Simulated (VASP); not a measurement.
Here is a VASP 6.6.1 calculation.

File INCAR:

```
SYSTEM = Rh
ALGO = Fast ; EDIFF = 1E-7
ENCUT = 520 ; GGA = PE
ISIF = 2 ; ISMEAR = 0
LASPH = .TRUE. ; LCHARG = .FALSE.
LREAL = .FALSE. ; LWAVE = .FALSE.
NBANDS = 14 ; NELM = 100
PREC = Accurate ; SIGMA = 0.012
```

KPOINTS

```
k-points
0
G
  12 12 12
  0 0 0
```

POSCAR

```
Rh
1.0
    0.0000000000      1.8978500000      1.8978500000
    1.8978500000      0.0000000000      1.8978500000
    1.8978500000      1.8978500000      0.0000000000
Rh
1
Direct
    0.0000000000      0.0000000000      0.0000000000
```

Potentials or basis: VASP PAW PBE potentials, release 64 (Rh_pv).

The run is started by

```console
$ cat potpaw_PBE.64/Rh_pv/POTCAR > POTCAR
$ mpirun -np 1 vasp_std > vasp.out
```

Problem. What does it give for the pressure?

Solution. 7.3 GPa.
